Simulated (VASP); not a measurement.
# ZnAu (Pm-3m) in VASP: further runs

ZnAu is run at these levels: revPBE, PBEsol; tasks: single point.

Program: VASP 6.6.1. These are calculated values, not measurements. Logs are shortened: lines on timing, memory, paths and dates and some standing lists are left out, and cuts for length are marked.

### Step 1. The cell of the first run

It takes space group Pm-3m (No. 221, cubic). The conventional cell has a = 3.147 Å, b = 3.147 Å, c = 3.147 Å, α = 90.00°, β = 90.00°, γ = 90.00°. Zn (site symmetry m-3m) has 8 Au at 2.73 Å and 6 Zn at 3.15 Å within 3.6 Å. Au (site symmetry m-3m) has 8 Zn at 2.73 Å and 6 Au at 3.15 Å within 3.6 Å.

### Step 2. Single point, revPBE

INCAR

```
ALGO     = Normal         # electronic algorithm
EDIFF    = 1E-6           # SCF threshold, eV
ENCUT    = 520            # plane-wave cutoff, eV
GGA      = RE             # functional
ISIF     = 2              # what is computed and relaxed
ISMEAR   = -1             # smearing method
LASPH    = T              # aspherical terms in the spheres
LCHARG   = F              # write CHGCAR
LREAL    = F              # projectors in reciprocal space
LWAVE    = F              # write WAVECAR
NBANDS   = 18             # bands
NELM     = 60             # most SCF steps
PREC     = Accurate       # precision mode
SIGMA    = 0.1            # smearing width, eV
```

KPOINTS

```
k-points
0
Gamma
  10 10 10
```

POSCAR

```
ZnAu
1.0
    3.1470000000      0.0000000000      0.0000000000
    0.0000000000      3.1470000000      0.0000000000
    0.0000000000      0.0000000000      3.1470000000
Zn Au
1 1
Direct
    0.5000000000      0.5000000000      0.5000000000
    0.0000000000      0.0000000000      0.0000000000
```

Potentials or basis: VASP PAW PBE potentials, release 64 (Zn, Au).

Run with:

```bash
$ cat potpaw_PBE.64/Zn/POTCAR potpaw_PBE.64/Au/POTCAR > POTCAR
$ mpirun -np 1 vasp_std > vasp.out
```

OUTCAR:

```text
EDIFF = 1E-6
   ENCUT = 520
   GGA = RE
   ISIF = 2
   ISMEAR = -1
   LASPH = T
   LREAL = F
   NELM = 60
   PREC = Accurate

 ion  position               nearest neighbor table
   1  0.500  0.500  0.500-   2 2.73   2 2.73   2 2.73   2 2.73   2 2.73   2 2.73   2 2.73   2 2.73

   2  0.000  0.000  0.000-   1 2.73   1 2.73   1 2.73   1 2.73   1 2.73   1 2.73   1 2.73   1 2.73

  LATTYP: Found a simple cubic cell.
 ALAT       =     3.1470000000

  Lattice vectors:

 A1 = (   3.1470000000,   0.0000000000,   0.0000000000)
 A2 = (   0.0000000000,   3.1470000000,   0.0000000000)
 A3 = (   0.0000000000,   0.0000000000,   3.1470000000)

Analysis of symmetry for initial positions (statically):
=====================================================================
 Subroutine PRICEL returns:
 Original cell was already a primitive cell.

 Routine SETGRP: Setting up the symmetry group for a
 simple cubic supercell.

 Subroutine GETGRP returns: Found 48 space group operations
 (whereof 48 operations were pure point group operations)
 out of a pool of 48 trial point group operations.

The static configuration has the point symmetry O_h .

Analysis of symmetry for dynamics (positions and initial velocities):
=====================================================================
 Subroutine PRICEL returns:
 Original cell was already a primitive cell.

 Routine SETGRP: Setting up the symmetry group for a
 simple cubic supercell.

 Subroutine GETGRP returns: Found 48 space group operations
 (whereof 48 operations were pure point group operations)
 out of a pool of 48 trial point group operations.

The dynamic configuration has the point symmetry O_h .

 Subroutine INISYM returns: Found 48 space group operations
 (whereof 48 operations are pure point group operations),
 and found     1 'primitive' translations

----------------------------------------------------------------------------------------

                                     Primitive cell

  volume of cell :      31.1667

  direct lattice vectors                    reciprocal lattice vectors
     3.147000000  0.000000000  0.000000000     0.317762949  0.000000000  0.000000000
     0.000000000  3.147000000  0.000000000     0.000000000  0.317762949  0.000000000
     0.000000000  0.000000000  3.147000000     0.000000000  0.000000000  0.317762949

  length of vectors
     3.147000000  3.147000000  3.147000000     0.317762949  0.317762949  0.317762949

  position of ions in fractional coordinates (direct lattice)
     0.500000000  0.500000000  0.500000000
     0.000000000  0.000000000  0.000000000

  ion indices of the primitive-cell ions
   primitive index   ion index
                 1           1
                 2           2

----------------------------------------------------------------------------------------

 KPOINTS: k-points

Automatic generation of k-mesh.
 Grid dimensions read from file:
 generate k-points for:   10   10   10

 Generating k-lattice:

  Cartesian coordinates                     Fractional coordinates (reciprocal lattice)
     0.031776295  0.000000000  0.000000000     0.100000000  0.000000000  0.000000000
     0.000000000  0.031776295  0.000000000     0.000000000  0.100000000  0.000000000
     0.000000000  0.000000000  0.031776295     0.000000000  0.000000000  0.100000000

  Length of vectors
     0.031776295  0.031776295  0.031776295

  Shift w.r.t. Gamma in fractional coordinates (k-lattice)
     0.000000000  0.000000000  0.000000000

 Subroutine IBZKPT returns following result:
 ===========================================

 Found     56 irreducible k-points:

 Following reciprocal coordinates:
            Coordinates               Weight
  0.000000  0.000000  0.000000      1.000000
  0.100000  0.000000  0.000000      6.000000
  0.200000  0.000000  0.000000      6.000000
  0.300000  0.000000  0.000000      6.000000
  0.400000  0.000000  0.000000      6.000000
  0.500000  0.000000  0.000000      3.000000
[... 16 lines left out ...]
  0.200000  0.100000  0.100000     24.000000
  0.300000  0.100000  0.100000     24.000000
 [... further k-points ...]
   k-points           NKPTS =     56   k-points in BZ     NKDIM =     56   number of bands    NBANDS=     18
   number of dos      NEDOS =    301   number of ions     NIONS =      2
   total plane-waves  NPLWV =  13824
   dimension x,y,z NGX =    24 NGY =   24 NGZ =   24
   dimension x,y,z NGXF=    48 NGYF=   48 NGZF=   48
   ions per type =               1   1
   NGX,Y,Z   is equivalent  to a cutoff of  12.68, 12.68, 12.68 a.u.
   NGXF,Y,Z  is equivalent  to a cutoff of  25.36, 25.36, 25.36 a.u.
 SYSTEM =  unknown system
   PREC   = accura    normal or accurate (medium, high low for compatibility)
   ISTART =      0    job   : 0-new  1-cont  2-samecut
   ICHARG =      2    charge: 1-file 2-atom 10-const
   ISPIN  =      1    spin polarized calculation?
   LNONCOLLINEAR =      F non collinear calculations
   LSORBIT =      F    spin-orbit coupling
   LASPH  =      T    aspherical Exc in radial PAW
   ENCUT  =  520.0 eV  38.22 Ry    6.18 a.u.   5.85  5.85  5.85*2*pi/ulx,y,z
   NELM   =     60;   NELMIN=  2; NELMDL= -5     # of ELM steps
   EDIFF  = 0.1E-05   stopping-criterion for ELM
   LREAL  =      F    real-space projection
   EDIFFG = 0.1E-04   stopping-criterion for IOM
   NSW    =      0    number of steps for IOM
   IBRION =     -1    ionic relax: 0-MD 1-quasi-New 2-CG
   NFREE  =      0    steps in history (QN), initial steepest desc. (CG)
   ISIF   =      2    stress and relaxation
   ISYM   =      2    0-nonsym 1-usesym 2-fastsym
   POTIM  = 0.5000    time-step for ionic-motion
   TEBEG  =    0.0;   TEEND  =   0.0 temperature during run
   PSTRESS=    0.0 pullay stress
   NELECT =      23.0000    total number of electrons
   NUPDOWN=      -1.0000    fix difference up-down
   EMIN   =  10.00;   EMAX   =-10.00  energy-range for DOS
   EFERMI =   0.00;   METHOD = LEGACY
   ISMEAR =    -1;   SIGMA  =   0.10  broadening in eV -4-tet -1-fermi 0-gaus
   EFERMI_NEDOS =   21; number of points for ismear=-14 and -15
   IALGO  =     38    algorithm
   IMIX   =      4    mixing-type and parameters
     AMIX     =   0.40;   BMIX     =  1.00
     AMIX_MAG =   1.60;   BMIX_MAG =  1.00
  volume/ion in A,a.u.               =      15.58       105.16
  Fermi-wavevector in a.u.,A,eV,Ry     =   1.479406  2.795672 29.778283  2.188642
  Thomas-Fermi vector in A             =   2.593568
   LORBIT       =      0    0 simple, 1 ext, 2 COOP (PROOUT), +10 PAW based schemes
   GGA     = RE    functional components
   LHFCALC =     F    Hartree Fock is set to
   AEXX    =    0.0000 exact exchange contribution
   IVDW    =     0    specifies the selected vdW correction
   LEPSILON=     F    determine dielectric tensor
   LRPA    =     F    only Hartree local field effects (RPA)
 non-spin polarized calculation
  energy-cutoff  :      520.00
  volume of cell :       31.17
 maximum number of plane-waves:       862
 NGX is ok and might be reduce to    24
   NGX = 11   NGY = 11   NGZ = 11

 number of electron      23.0000000 magnetization

 Free energy of the ion-electron system (eV)
  ---------------------------------------------------
  ext. energy  EPLUGINS =         0.00000000
  ---------------------------------------------------
  free energy    TOTEN  =        -3.92801735 eV

  energy without entropy =       -3.91298177  energy(sigma->0) =       -3.92049956

 E-fermi :   7.2094     XC(G=0): -12.2987

 val. band max:        7.0273401557   @ k =   0.5000   0.5000   0.2000
 cond. band min:       7.2366573349   @ k =   0.3000   0.1000   0.1000
 fundamental gap:      0.2093171792
 Fermi energy:         7.2093826062

 k-point     1 :       0.0000    0.0000    0.0000
  band No.  band energies     occupation
      1      -3.4157      2.00000
      2      -0.9322      2.00000
      3      -0.9322      2.00000
      4      -0.2355      2.00000
      5      -0.2355      2.00000
      6      -0.2355      2.00000
[... 10 lines left out ...]
     17      19.2885      0.00000
     18      25.4659      0.00000

 k-point     2 :       0.1000    0.0000    0.0000
  band No.  band energies     occupation
      1      -3.2383      2.00000
      2      -0.8933      2.00000
      3      -0.8797      2.00000
      4      -0.2375      2.00000
      5      -0.2375      2.00000
      6      -0.2208      2.00000
[... 10 lines left out ...]
     17      20.1372      0.00000
     18      25.2980      0.00000

 k-point     3 :       0.2000    0.0000    0.0000
  band No.  band energies     occupation
      1      -2.7219      2.00000
      2      -0.7860      2.00000
      3      -0.7439      2.00000
      4      -0.2413      2.00000
      5      -0.2413      2.00000
      6      -0.1817      2.00000
[... 10 lines left out ...]
     17      22.5564      0.00000
     18      24.5570      0.00000

 k-point     4 :       0.3000    0.0000    0.0000
  band No.  band energies     occupation
      1      -1.9243      2.00000
      2      -0.6402      2.00000
      3      -0.5798      2.00000
      4      -0.2428      2.00000
      5      -0.2428      2.00000
      6      -0.1321      2.00000
[... 10 lines left out ...]
     17      22.4813      0.00000
     18      22.5939      0.00000

 k-point     5 :       0.4000    0.0000    0.0000
  band No.  band energies     occupation
      1      -1.0077      2.00000
      2      -0.5080      2.00000
      3      -0.4421      2.00000
      4      -0.2408      2.00000
      5      -0.2408      2.00000
      6      -0.0908      2.00000
[... 10 lines left out ...]
     17      20.4497      0.00000
     18      20.4498      0.00000

 k-point     6 :       0.5000    0.0000    0.0000
  band No.  band energies     occupation
      1      -0.5424      2.00000
      2      -0.4530      2.00000
      3      -0.3265      2.00000
      4      -0.2391      2.00000
      5      -0.2391      2.00000
      6      -0.0747      2.00000
[... 10 lines left out ...]
     17      18.4427      0.00000
     18      18.6495      0.00000

 k-point     7 :       0.1000    0.1000    0.0000
  band No.  band energies     occupation
      1      -3.0640      2.00000
      2      -0.8525      2.00000
      3      -0.8333      2.00000
      4      -0.2644      2.00000
      5      -0.2396      2.00000
      6      -0.1884      2.00000
[... 10 lines left out ...]
     17      20.2661      0.00000
     18      24.4353      0.00000

 k-point     8 :       0.2000    0.1000    0.0000
  band No.  band energies     occupation
      1      -2.5599      2.00000
      2      -0.7555      2.00000
      3      -0.7006      2.00000
      4      -0.2859      2.00000
      5      -0.2406      2.00000
      6      -0.1526      2.00000
[... 10 lines left out ...]
     17      22.5203      0.00000
     18      22.6714      0.00000
[... 229 lines left out ...]
     17      20.3478      0.00000
     18      21.7867      0.00000

 k-point    20 :       0.5000    0.4000    0.0000
  band No.  band energies     occupation
      1      -1.0763      2.00000
      2      -1.0054      2.00000
      3      -0.5402      2.00000
      4      -0.5332      2.00000
      5       0.0472      2.00000
      6       0.7862      2.00000
[... 10 lines left out ...]
     17      20.1586      0.00000
     18      22.0872      0.00000

 k-point    21 :       0.5000    0.5000    0.0000
  band No.  band energies     occupation
      1      -1.1157      2.00000
      2      -1.0634      2.00000
      3      -0.5718      2.00000
      4      -0.5718      2.00000
      5       0.0932      2.00000
      6       0.7830      2.00000
[... 10 lines left out ...]
     17      19.8738      0.00000
     18      22.9370      0.00000

 k-point    22 :       0.1000    0.1000    0.1000
  band No.  band energies     occupation
      1      -2.8925      2.00000
      2      -0.8011      2.00000
      3      -0.8011      2.00000
      4      -0.2684      2.00000
      5      -0.2684      2.00000
      6      -0.1608      2.00000
[... 10 lines left out ...]
     17      20.1088      0.00000
     18      24.3989      0.00000

 k-point    23 :       0.2000    0.1000    0.1000
  band No.  band energies     occupation
      1      -2.3991      2.00000
      2      -0.7132      2.00000
      3      -0.6705      2.00000
      4      -0.2954      2.00000
      5      -0.2781      2.00000
      6      -0.1333      2.00000
[... 10 lines left out ...]
     17      22.3372      0.00000
     18      22.5241      0.00000

 k-point    24 :       0.3000    0.1000    0.1000
  band No.  band energies     occupation
      1      -1.6651      2.00000
      2      -0.5956      2.00000
      3      -0.5250      2.00000
      4      -0.2888      2.00000
      5      -0.2735      2.00000
      6      -0.1226      2.00000
[... 10 lines left out ...]
     17      20.2666      0.00000
     18      22.0288      0.00000

 [... further k-points ...]
[... 5 lines left out ...]
  --------------------------------------------------------------------------------------
  -------------------------------------------------------------------------------------
  Total        1.4999637      1.4999637      1.4999637      0.0000000     -0.0000000      0.0000000
  in kB       77.1082944     77.1082944     77.1082944      0.0000000     -0.0000000      0.0000000
  external PRESSURE =      77.1082944 kB  Pullay stress =       0.0000000 kB

 VOLUME and BASIS-vectors are now :
 -----------------------------------------------------------------------------
  energy-cutoff  :      520.00
  volume of cell :       31.17
      direct lattice vectors                 reciprocal lattice vectors
     3.147000000  0.000000000  0.000000000     0.317762949  0.000000000  0.000000000
     0.000000000  3.147000000  0.000000000     0.000000000  0.317762949  0.000000000
     0.000000000  0.000000000  3.147000000     0.000000000  0.000000000  0.317762949

 POSITION                                       TOTAL-FORCE (eV/Angst)
 -----------------------------------------------------------------------------------
      1.57350      1.57350      1.57350         0.000000      0.000000      0.000000
      0.00000      0.00000      0.00000         0.000000      0.000000      0.000000
 -----------------------------------------------------------------------------------
    total drift:                                0.000000      0.000000     -0.000000

  FREE ENERGIE OF THE ION-ELECTRON SYSTEM (eV)
  ---------------------------------------------------
  free  energy   TOTEN  =        -3.9280173457 eV

  energy  without entropy=       -3.9129817746  energy(sigma->0) =       -3.92049956
```

Wall time 11 s (1 thread of AMD EPYC 9R45 (Zen 5), shared host); peak memory 0.13 GiB.

Results:

| Item | Value |
| --- | --- |
| Free energy | -3.9280 eV |
| Pressure | 7.7 GPa |

Caveat: the PAW data sets were made with another functional, which shifts forces and pressure a little; spin-orbit coupling is left out, which moves the levels of the heavy elements.

(Continued in part 2 of 2.)
